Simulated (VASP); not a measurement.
# BaHg (Pm-3m) in VASP: further runs, part 2 of 2

VASP 6.6.1.

### 4 Single point, LDA

INCAR

```
SYSTEM = BaHg
  PREC = Accurate
  ENCUT = 500
  EDIFF = 1E-6
  ISMEAR = -1
  SIGMA = 0.1
  LREAL = .FALSE.
  LASPH = .TRUE.
  NELM = 120
  ALGO = Normal
  ISIF = 2
  LWAVE = .FALSE.
  LCHARG = .FALSE.
  GGA = CA
  NBANDS = 18
  GGA_COMPAT = .FALSE.
```

KPOINTS

```
Automatic mesh
0
G
  3 3 3
  0 0 0
```

POSCAR

```
BaHg
1.0
    4.1787600000      0.0000000000      0.0000000000
    0.0000000000      4.1787600000      0.0000000000
    0.0000000000      0.0000000000      4.1787600000
Ba Hg
1 1
Direct
    0.0000000000      0.0000000000      0.0000000000
    0.5000000000      0.5000000000      0.5000000000
```

Potentials or basis: VASP PAW LDA potentials, release 64 (Ba_sv, Hg).

Command:

```console
$ cat potpaw_LDA.64/Ba_sv/POTCAR potpaw_LDA.64/Hg/POTCAR > POTCAR
$ mpirun -np 1 vasp_std > vasp.out
```

OUTCAR:

```text
SYSTEM = BaHg
   PREC = Accurate
   ENCUT = 500
   EDIFF = 1E-6
   ISMEAR = -1
   LREAL = .FALSE.
   LASPH = .TRUE.
   NELM = 120
   ISIF = 2
   GGA = CA

 ion  position               nearest neighbor table
   1  0.000  0.000  0.000-   2 3.62   2 3.62   2 3.62   2 3.62   2 3.62   2 3.62   2 3.62   2 3.62

   2  0.500  0.500  0.500-   1 3.62   1 3.62   1 3.62   1 3.62   1 3.62   1 3.62   1 3.62   1 3.62

  LATTYP: Found a simple cubic cell.
 ALAT       =     4.1787600000

  Lattice vectors:

 A1 = (   4.1787600000,   0.0000000000,   0.0000000000)
 A2 = (   0.0000000000,   4.1787600000,   0.0000000000)
 A3 = (   0.0000000000,   0.0000000000,   4.1787600000)

Analysis of symmetry for initial positions (statically):
=====================================================================
 Subroutine PRICEL returns:
 Original cell was already a primitive cell.

 Routine SETGRP: Setting up the symmetry group for a
 simple cubic supercell.

 Subroutine GETGRP returns: Found 48 space group operations
 (whereof 48 operations were pure point group operations)
 out of a pool of 48 trial point group operations.

The static configuration has the point symmetry O_h .

Analysis of symmetry for dynamics (positions and initial velocities):
=====================================================================
 Subroutine PRICEL returns:
 Original cell was already a primitive cell.

 Routine SETGRP: Setting up the symmetry group for a
 simple cubic supercell.

 Subroutine GETGRP returns: Found 48 space group operations
 (whereof 48 operations were pure point group operations)
 out of a pool of 48 trial point group operations.

The dynamic configuration has the point symmetry O_h .

 Subroutine INISYM returns: Found 48 space group operations
 (whereof 48 operations are pure point group operations),
 and found     1 'primitive' translations

[... 89 lines left out ...]
   EFERMI_NEDOS =   21; number of points for ismear=-14 and -15
   IALGO  =     38    algorithm
   IMIX   =      4    mixing-type and parameters
     AMIX     =   0.40;   BMIX     =  1.00
     AMIX_MAG =   1.60;   BMIX_MAG =  1.00
  volume/ion in A,a.u.               =      36.48       246.21
  Fermi-wavevector in a.u.,A,eV,Ry     =   1.097745  2.074438 16.395632  1.205045
  Thomas-Fermi vector in A             =   2.234111
   LORBIT       =      0    0 simple, 1 ext, 2 COOP (PROOUT), +10 PAW based schemes
   GGA     = CA    functional components
   LHFCALC =     F    Hartree Fock is set to
   AEXX    =    0.0000 exact exchange contribution
   IVDW    =     0    specifies the selected vdW correction
   LEPSILON=     F    determine dielectric tensor
   LRPA    =     F    only Hartree local field effects (RPA)
 non-spin polarized calculation
  energy-cutoff  :      500.00
  volume of cell :       72.97
 maximum number of plane-waves:      1865
 NGX is ok and might be reduce to    30
   NGX = 15   NGY = 15   NGZ = 15

 number of electron      22.0000000 magnetization

 Free energy of the ion-electron system (eV)
  ---------------------------------------------------
  ext. energy  EPLUGINS =         0.00000000
  ---------------------------------------------------
  free energy    TOTEN  =        -4.27281893 eV

  energy without entropy =       -4.15793834  energy(sigma->0) =       -4.21537864

 E-fermi :   2.0939     XC(G=0):  -9.3497

 val. band max:        2.0108387561   @ k =   0.3333   0.3333   0.3333
 cond. band min:       3.1166949571   @ k =   0.3333   0.3333   0.0000
 fundamental gap:      1.1058562009
 Fermi energy:         2.0938748661

 k-point     1 :       0.0000    0.0000    0.0000
  band No.  band energies     occupation
      1     -25.9439      2.00000
      2     -10.9749      2.00000
      3     -10.9749      2.00000
      4     -10.9749      2.00000
      5      -4.8401      2.00000
      6      -4.8401      2.00000
[... 61 lines left out ...]
      5      -4.7395      2.00000
      6      -4.6562      2.00000
[... 10 lines left out ...]
     17       9.8843      0.00000
     18       9.8843      0.00000

------------------------ aborting loop because EDIFF is reached ----------------------------------------

  FORCE on cell =-STRESS in cart. coord.  units (eV):
  Direction    XX          YY          ZZ          XY          YZ          ZX
  --------------------------------------------------------------------------------------
  -------------------------------------------------------------------------------------
  Total       -1.2717181     -1.2717181     -1.2717181      0.0000000      0.0000000     -0.0000000
  in kB      -27.9228117    -27.9228117    -27.9228117      0.0000000      0.0000000     -0.0000000
  external PRESSURE =     -27.9228117 kB  Pullay stress =       0.0000000 kB

 VOLUME and BASIS-vectors are now :
 -----------------------------------------------------------------------------
  energy-cutoff  :      500.00
  volume of cell :       72.97
      direct lattice vectors                 reciprocal lattice vectors
     4.178760000  0.000000000  0.000000000     0.239305440  0.000000000  0.000000000
     0.000000000  4.178760000  0.000000000     0.000000000  0.239305440  0.000000000
     0.000000000  0.000000000  4.178760000     0.000000000  0.000000000  0.239305440

 POSITION                                       TOTAL-FORCE (eV/Angst)
 -----------------------------------------------------------------------------------
      0.00000      0.00000      0.00000         0.000000      0.000000      0.000000
      2.08938      2.08938      2.08938         0.000000      0.000000      0.000000
 -----------------------------------------------------------------------------------
    total drift:                                0.000000      0.000000      0.000000

  FREE ENERGIE OF THE ION-ELECTRON SYSTEM (eV)
  ---------------------------------------------------
  free  energy   TOTEN  =        -4.2728189262 eV

  energy  without entropy=       -4.1579383442  energy(sigma->0) =       -4.21537864
```

OSZICAR:

```text
N       E                     dE             d eps       ncg     rms          rms(c)
DAV:   1     0.145403165843E+03    0.14540E+03   -0.98002E+03   144   0.106E+03
DAV:   2     0.229416942951E+01   -0.14311E+03   -0.13725E+03   170   0.250E+02
DAV:   3    -0.435435320793E+01   -0.66485E+01   -0.65001E+01   162   0.516E+01
DAV:   4    -0.451825768601E+01   -0.16390E+00   -0.16328E+00   214   0.682E+00
DAV:   5    -0.452014417966E+01   -0.18865E-02   -0.18849E-02   176   0.545E-01    0.373E+00
DAV:   6    -0.428786619916E+01    0.23228E+00   -0.71588E-01   166   0.610E+00    0.214E+00
DAV:   7    -0.427669781739E+01    0.11168E-01   -0.42998E-02   156   0.112E+00    0.124E+00
DAV:   8    -0.427285410855E+01    0.38437E-02   -0.66022E-03   176   0.740E-01    0.142E-01
DAV:   9    -0.427281919542E+01    0.34913E-04   -0.37871E-04   156   0.141E-01    0.550E-02
DAV:  10    -0.427281797683E+01    0.12186E-05   -0.45276E-05   214   0.386E-02    0.116E-02
DAV:  11    -0.427281909447E+01   -0.11176E-05   -0.66386E-06   164   0.156E-02    0.549E-03
DAV:  12    -0.427281892621E+01    0.16826E-06   -0.89945E-07   112   0.544E-03
   1 F= -.42728189E+01 E0= -.42153786E+01  d E =-.114881E+00
```

It took 2.3 s on 1 thread of Intel Xeon 6975P-C (Granite Rapids), shared host; peak memory 0.14 GiB.

What came out:

* Free energy: -4.2728 eV
* Pressure: -2.8 GPa
* Band gap on the k mesh: zero (bands 11 and 12 overlap by 1.18 eV)

Caveat: the k points lie up to 0.50 Å⁻¹ apart, too coarse for converged energies and pressures of a metal; spin-orbit coupling is left out, which moves the levels of the heavy elements.

### 5 Single point, LDA

INCAR

```
ALGO = Normal
EDIFF = 1E-6
ENCUT = 500
GGA_COMPAT = F
ISIF = 2
ISMEAR = -1
LASPH = T
LCHARG = F
LREAL = F
LWAVE = F
NBANDS = 18
NELM = 120
PREC = Accurate
SIGMA = 0.05
```

KPOINTS

```
k-points
0
Gamma
  3 3 3
```

POSCAR is that of step 4.

Command:

```console
$ cat potpaw_LDA.64/Ba_sv/POTCAR potpaw_LDA.64/Hg/POTCAR > POTCAR
$ mpirun -np 1 vasp_std > vasp.out
```

Wall time 2.2 s (1 thread of Intel Xeon 6975P-C (Granite Rapids), shared host); peak memory 0.14 GiB.

It converged, with:

* Free energy: -4.2165 eV
* Pressure: -2.7 GPa
* Band gap on the k mesh: zero (bands 11 and 12 overlap by 1.18 eV)

Levels at points of the mesh, in eV from the Fermi level:
```
           k point  band 9  band 10  band 11  band 12  band 13  band 14
(0.00, 0.00, 0.00)   -6.66    -5.84     1.15     1.15     4.19     4.19
```

Caveat: the k points lie up to 0.50 Å⁻¹ apart, too coarse for converged energies and pressures of a metal; spin-orbit coupling is left out, which moves the levels of the heavy elements.

### 6 Summary

| smearing | gap on the mesh (eV) | pressure (GPa) |
| --- | --- | --- |
| fermi-dirac 0.3 eV | none | -2.6 |
| fermi-dirac 0.2 eV | none | -2.8 |
| fermi-dirac 0.1 eV | none | -2.8 |
| fermi-dirac 0.05 eV | none | -2.7 |

Alike in all rows: task single point; level LDA; potentials or basis VASP PAW LDA potentials, release 64 (Ba_sv, Hg); no spin polarisation; cell as given; k mesh 3 × 3 × 3; cutoff (eV) 500.

Caveats: all runs use coarse meshes; spin-orbit coupling is left out, which moves the levels of the heavy elements; so wide a smearing shifts energies and pressures (at least some runs).

Absolute energies hang on the potentials; compare differences alone.
